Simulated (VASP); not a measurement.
Here is a VASP 6.6.1 calculation.

The input INCAR:

```
PREC = Accurate ; ENCUT = 520
EDIFF = 1E-6 ; ISMEAR = -1
SIGMA = 0.1 ; LREAL = False
LASPH = True ; NELM = 80
ALGO = Normal ; ISIF = 2
LWAVE = False ; LCHARG = False
GGA = RP ; NBANDS = 12
```

Contents of KPOINTS:

```
Automatic mesh
0
Gamma
  14 14 14
```

Contents of POSCAR:

```
Ga
1.0
    0.0000000000      2.0843019267      2.0843019267
    2.0843019267      0.0000000000      2.0843019267
    2.0843019267      2.0843019267      0.0000000000
Ga
1
Direct
    0.0000000000      0.0000000000      0.0000000000
```

Potentials or basis: VASP PAW PBE potentials, release 64 (Ga_d).

Launch:

```sh
$ cat potpaw_PBE.64/Ga_d/POTCAR > POTCAR
$ mpirun -np 1 vasp_std > vasp.out
```

Q: What does it give for the pressure?

A: 4.4 GPa.

Caveat: the PAW data sets were made with another functional, which shifts forces and pressure a little.
